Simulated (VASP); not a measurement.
# Si8N in VASP: single point with PBE+D3(BJ)

Aim: the single point of Si8N with PBE+D3(BJ).

Everything below comes from runs of VASP 6.6.1. Logs are shortened: lines on timing, memory, paths and dates and some standing lists are left out, and cuts for length are marked.

## Step 1: The cell of the first run

The cell holds a slab with vacuum, 18 atoms: a = 7.631 Å, b = 6.313 Å, c = 23.032 Å, α = 90.00°, β = 90.00°, γ = 90.00°.

## Step 2: Single point, PBE+D3(BJ)

Input file INCAR:

```
SYSTEM = Si8N
PREC     = Accurate       ! precision mode
ENCUT    = 520            ! plane-wave cutoff, eV
EDIFF    = 1E-7           ! SCF threshold, eV
ISMEAR   = 0              ! smearing method
SIGMA    = 0.05           ! smearing width, eV
LREAL    = Auto         
LASPH    = .True.         ! aspherical terms in the spheres
NELM     = 80             ! most SCF steps
ALGO     = Normal         ! electronic algorithm
ISIF     = 2              ! what is computed and relaxed
LWAVE    = .False.        ! write WAVECAR
LCHARG   = .False.        ! write CHGCAR
LDIPOL   = .True.       
IDIPOL   = 3            
DIPOL    = 0.5 0.5 0.295
GGA      = PE             ! functional
IVDW     = 12             ! dispersion correction
NBANDS   = 52             ! bands
```

Input file KPOINTS:

```
regular mesh
0
Gamma
  4 4 1
  0 0 0
```

Input file POSCAR:

```
Si8N
1.0
    7.6310340417      0.0000000000      0.0000000000
    0.0000000000      6.3129357835      0.0000000000
    0.0000000000      0.0000000000     23.0318711348
Si N
16 2
Direct
    0.0000000000      0.9369021389      0.1736723854
    0.5000000000      0.9369021389      0.1736723854
    0.0000000000      0.5630978611      0.1736723854
    0.5000000000      0.5630978611      0.1736723854
    0.2500000000      0.4369021389      0.2214950258
    0.7500000000      0.4369021389      0.2214950258
    0.2500000000      0.0630978611      0.2214950258
    0.7500000000      0.0630978611      0.2214950258
    0.2500000000      0.9332664455      0.3177235001
    0.7500000000      0.9332664455      0.3177235001
    0.2500000000      0.5667335545      0.3177235001
    0.7500000000      0.5667335545      0.3177235001
    0.0000000000      0.4266292811      0.3574121741
    0.5000000000      0.4266292811      0.3574121741
    0.0000000000      0.0733707189      0.3574121741
    0.5000000000      0.0733707189      0.3574121741
    0.1250000000      0.4266292811      0.4920082727
    0.1250000000      0.4266292811      0.5397681787
```

Potentials or basis: VASP PAW PBE potentials, release 64 (Si, N).

Started as:

```console
> cat potpaw_PBE.64/Si/POTCAR potpaw_PBE.64/N/POTCAR > POTCAR
> mpirun -np 1 vasp_std > vasp.out
```

OUTCAR:

```text
SYSTEM = Si8N
   PREC = Accurate
   ENCUT = 520
   EDIFF = 1E-7
   ISMEAR = 0
   LREAL = Auto
   LASPH = .True.
   NELM = 80
   ISIF = 2
   GGA = PE
   IVDW = 12
 IVDW          = 12

 ion  position               nearest neighbor table
   1  0.000  0.937  0.174-   7 2.34   8 2.34   3 2.36
   2  0.500  0.937  0.174-   7 2.34   8 2.34   4 2.36
   3  0.000  0.563  0.174-   5 2.34   6 2.34   1 2.36
   4  0.500  0.563  0.174-   5 2.34   6 2.34   2 2.36
   5  0.250  0.437  0.221-   3 2.34   4 2.34   7 2.36  11 2.36
   6  0.750  0.437  0.221-   3 2.34   4 2.34   8 2.36  12 2.36
   7  0.250  0.063  0.221-   1 2.34   2 2.34   5 2.36   9 2.36
   8  0.750  0.063  0.221-   1 2.34   2 2.34   6 2.36  10 2.36
   9  0.250  0.933  0.318-  15 2.29  16 2.29  11 2.31   7 2.36
  10  0.750  0.933  0.318-  15 2.29  16 2.29  12 2.31   8 2.36
  11  0.250  0.567  0.318-  13 2.29  14 2.29   9 2.31   5 2.36
  12  0.750  0.567  0.318-  13 2.29  14 2.29  10 2.31   6 2.36
  13  0.000  0.427  0.357-  15 2.23  12 2.29  11 2.29
  14  0.500  0.427  0.357-  16 2.23  12 2.29  11 2.29
  15  0.000  0.073  0.357-  13 2.23  10 2.29   9 2.29
  16  0.500  0.073  0.357-  14 2.23  10 2.29   9 2.29
  17  0.125  0.427  0.492-  18 1.10
  18  0.125  0.427  0.540-  17 1.10

  LATTYP: Found a simple orthorhombic cell.
 ALAT       =     6.3129357835
 B/A-ratio  =     1.2087932308
 C/A-ratio  =     3.6483613844

  Lattice vectors:

 A1 = (   0.0000000000,  -6.3129357835,   0.0000000000)
 A2 = (   7.6310340417,   0.0000000000,   0.0000000000)
 A3 = (   0.0000000000,   0.0000000000,  23.0318711348)

Analysis of symmetry for initial positions (statically):
=====================================================================
 Subroutine PRICEL returns:
 Original cell was already a primitive cell.

 Routine SETGRP: Setting up the symmetry group for a
 simple orthorhombic supercell.

 Subroutine GETGRP returns: Found  1 space group operations
 (whereof  1 operations were pure point group operations)
 out of a pool of  8 trial point group operations.

The static configuration has the point symmetry C_1 .

Analysis of symmetry for dynamics (positions and initial velocities):
=====================================================================
 Subroutine PRICEL returns:
 Original cell was already a primitive cell.

 Routine SETGRP: Setting up the symmetry group for a
 simple orthorhombic supercell.

 Subroutine GETGRP returns: Found  1 space group operations
 (whereof  1 operations were pure point group operations)
 out of a pool of  8 trial point group operations.

The dynamic configuration has the point symmetry C_1 .

 Subroutine INISYM returns: Found  1 space group operations
[... 131 lines left out ...]
   IALGO  =     38    algorithm
   IMIX   =      4    mixing-type and parameters
     AMIX     =   0.40;   BMIX     =  1.00
     AMIX_MAG =   1.60;   BMIX_MAG =  1.00
  volume/ion in A,a.u.               =      61.64       415.98
  Fermi-wavevector in a.u.,A,eV,Ry     =   0.663902  1.254593  5.996986  0.440766
  Thomas-Fermi vector in A             =   1.737424
   LORBIT       =      0    0 simple, 1 ext, 2 COOP (PROOUT), +10 PAW based schemes
   GGA     = PE    functional components
   LHFCALC =     F    Hartree Fock is set to
   AEXX    =    0.0000 exact exchange contribution
   IVDW    =    12    specifies the selected vdW correction
   LEPSILON=     F    determine dielectric tensor
   LRPA    =     F    only Hartree local field effects (RPA)
 non-spin polarized calculation
 Gauss-broadening in eV      SIGMA  =   0.05
  energy-cutoff  :      520.00
  volume of cell :     1109.54
 maximum number of plane-waves:     29920
 NGX is ok and might be reduce to    60
   NGX = 29   NGY = 23   NGZ = 85

 dipolmoment           0.000000      0.000000      0.000036 electrons x Angstroem

 number of electron      74.0000001 magnetization

 dipolmoment           0.000000      0.000000     -0.059121 electrons x Angstroem

 Free energy of the ion-electron system (eV)
  ---------------------------------------------------
  ext. energy  EPLUGINS =         0.00000000
  ---------------------------------------------------
  free energy    TOTEN  =       -95.34702124 eV

  energy without entropy =      -95.34210055  energy(sigma->0) =      -95.34456090

 E-fermi :  -1.4448     XC(G=0):  -3.6685

 val. band max:       -1.5001627673   @ k =   0.0000   0.2500   0.0000
 cond. band min:      -1.3977547803   @ k =   0.2500   0.5000   0.0000
 fundamental gap:      0.1024079870
 Fermi energy:        -1.4447752548

 k-point     1 :       0.0000    0.0000    0.0000
  band No.  band energies     occupation
      1     -25.4626      2.00000
      2     -13.1089      2.00000
      3     -11.7942      2.00000
      4     -11.4150      2.00000
      5     -10.7495      2.00000
      6     -10.6172      2.00000
[... 509 lines left out ...]
     48       1.9182      0.00000
     49       1.9392      0.00000
 [bands above 49 left out]

------------------------ aborting loop because EDIFF is reached ----------------------------------------

 vacuum level on the upper side and lower side of the slab       (xc-potential included)        -0.173         0.045

 Edisp (eV)   -4.28284

 E8    (eV) :    -1.8444

  FORCE on cell =-STRESS in cart. coord.  units (eV):
  Direction    XX          YY          ZZ          XY          YZ          ZX
  --------------------------------------------------------------------------------------
  -------------------------------------------------------------------------------------
  Total       3.60695    -2.04579    -0.56344     0.03946     0.10987     0.22912
  in kB       5.20843    -2.95412    -0.81360     0.05699     0.15866     0.33085
  external pressure =        0.48 kB  Pullay stress =        0.00 kB

 VOLUME and BASIS-vectors are now :
 -----------------------------------------------------------------------------
  energy-cutoff  :      520.00
  volume of cell :     1109.54
      direct lattice vectors                 reciprocal lattice vectors
     7.631034042  0.000000000  0.000000000     0.131043839  0.000000000  0.000000000
     0.000000000  6.312935784  0.000000000     0.000000000  0.158404906  0.000000000
     0.000000000  0.000000000 23.031871135     0.000000000  0.000000000  0.043418096

 POSITION                                       TOTAL-FORCE (eV/Angst)
 -----------------------------------------------------------------------------------
      0.00000      5.91460      4.00000         0.001667     -0.769050      0.627275
      3.81552      5.91460      4.00000        -0.007706     -0.773722      0.644061
      0.00000      3.55480      4.00000        -0.000284      0.772310      0.624133
      3.81552      3.55480      4.00000         0.007785      0.764459      0.605565
      1.90776      2.75814      5.10144        -0.010269      0.005984     -0.582609
      5.72328      2.75814      5.10144         0.003406      0.009217     -0.586565
[... 10 lines left out ...]
      0.95388      2.69328     11.33187         0.125093      0.054177     -2.057417
      0.95388      2.69328     12.43187        -0.041997     -0.018503      2.173483
 -----------------------------------------------------------------------------------
    total drift:                                0.000059     -0.000696      0.021709

  FREE ENERGIE OF THE ION-ELECTRON SYSTEM (eV)
  ---------------------------------------------------
  free  energy   TOTEN  =       -99.6298639488 eV

  energy  without entropy=      -99.6249432572  energy(sigma->0) =      -99.62740360

 vacuum level on the upper side and lower side of the slab         3.014         3.236
```

stdout:

```text
POSCAR found type information on POSCAR SiN
 POSCAR found :  2 types and      18 ions
 scaLAPACK will be used
 LDA part: xc-table for (Slater+PW92), standard interpolation
 POSCAR, INCAR and KPOINTS ok, starting setup
 FFT: planning ... GRIDC
 FFT: planning ... GRID_SOFT
 FFT: planning ... GRID
 WAVECAR not read
 entering main loop
```

It took 16 min on 1 thread of Intel Xeon Platinum 8559C (Emerald Rapids), shared host; peak memory 1.1 GiB.

What came out:

```yaml
Free_energy: -99.6299 eV
Largest_force: 2.174 eV/Å
Band_gap_on_the_k_mesh: zero (band 37 reaches -1.13 eV, above the bottom of band 38 at -1.50 eV)
Dispersion_energy_per_atom: -0.238 eV
```

Forces in eV/Å, atoms in the order of the input:
```
Si   0.002 -0.769  0.627
Si  -0.008 -0.774  0.644
Si   0.000  0.772  0.624
Si   0.008  0.764  0.606
Si  -0.010  0.006 -0.583
Si   0.003  0.009 -0.587
Si   0.005 -0.015 -0.599
Si  -0.006 -0.011 -0.599
Si  -0.012  0.007 -0.013
Si   0.018  0.012 -0.005
Si   0.000  0.021  0.016
Si  -0.007  0.009 -0.002
Si  -0.049 -0.081 -0.205
Si  -0.005 -0.062 -0.006
Si  -0.022  0.012 -0.007
Si   0.001  0.064 -0.028
N    0.125  0.054 -2.057
N   -0.042 -0.019  2.173
```

Caveat: the standard files for N, O and F lose accuracy on very short bonds.
